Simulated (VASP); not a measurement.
A run of VASP 6.6.1 is set up as follows.

File INCAR:

```
PREC = Accurate
ENCUT = 520
EDIFF = 1E-6
ISMEAR = 0
SIGMA = 0.05
LREAL = False
LASPH = True
NELM = 150
ALGO = Normal
ISIF = 2
LWAVE = False
LCHARG = False
ISPIN = 2
MAGMOM = 7.4 -3.89
LORBIT = 11
LMAXMIX = 6
GGA = PS
NBANDS = 26
```

File KPOINTS:

```
Automatic mesh
0
Gamma
  8 8 8
```

File POSCAR:

```
EuMn
1.0
    3.4950316521      0.0000000000      0.0000000000
    0.0000000000      3.4950316521      0.0000000000
    0.0000000000      0.0000000000      3.4950316521
Eu Mn
1 1
Direct
    0.0000000000      0.0000000000      0.0000000000
    0.5000000000      0.5000000000      0.5000000000
```

Potentials or basis: VASP PAW PBE potentials, release 64 (Eu, Mn_pv).

Command:

```console
$ cat potpaw_PBE.64/Eu/POTCAR potpaw_PBE.64/Mn_pv/POTCAR > POTCAR
$ mpirun -np 1 vasp_std > vasp.out
```

Task: Estimate the site moments.

Result: Eu +6.57; Mn -3.43 μB.

Task: Predict the net moment.

Result: 3.57 μB per cell.

Task: Predict the pressure.

Result: 0.9 GPa.

Caveat: the PAW data sets were made with another functional, which shifts forces and pressure a little. The state reached can hang on the start; a lower one may exist.
